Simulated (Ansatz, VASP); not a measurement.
# One calculation of Ti, two programs

```
CELL_PARAMETERS angstrom
0.00000 2.00053 2.00053
1.93052 0.00000 2.00053
1.93052 2.00053 0.00000
ATOMIC_POSITIONS crystal
Ti 0.00000 0.00000 0.00000
```

Change from the starting cell: normal strain along x -0.0350, normal strain along y +0.0000.

Alike in both runs: task single point; functional LDA; k mesh 20 × 20 × 20; occupations gaussian, width 0.15 eV; no spin polarisation.

```csv
,VASP,Ansatz
version,VASP 6.6.1,Ansatz 0.2.0
potentials or method,"VASP PAW LDA potentials, release 64 (Ti_sv), cutoff 520 eV","scalar-relativistic, plane waves, PAW"
valence electrons in the cell,12,12
```

```tsv
	VASP	Ansatz	Ansatz less VASP
gap on the k mesh at the Fermi level (eV)	none	none	-
pressure (GPa)	4.5	4.7	+0.19
traceless stress, the component that is largest in VASP (GPa)	0.77	0.76	-0.011
```

Ansatz warns that its potentials were made for another functional, while VASP's fit it. LDA's correlation is that of Perdew and Zunger in VASP and of Perdew and Wang (1992) in Ansatz. A gap of «none» marks a metal or a gap that the smearing closes.
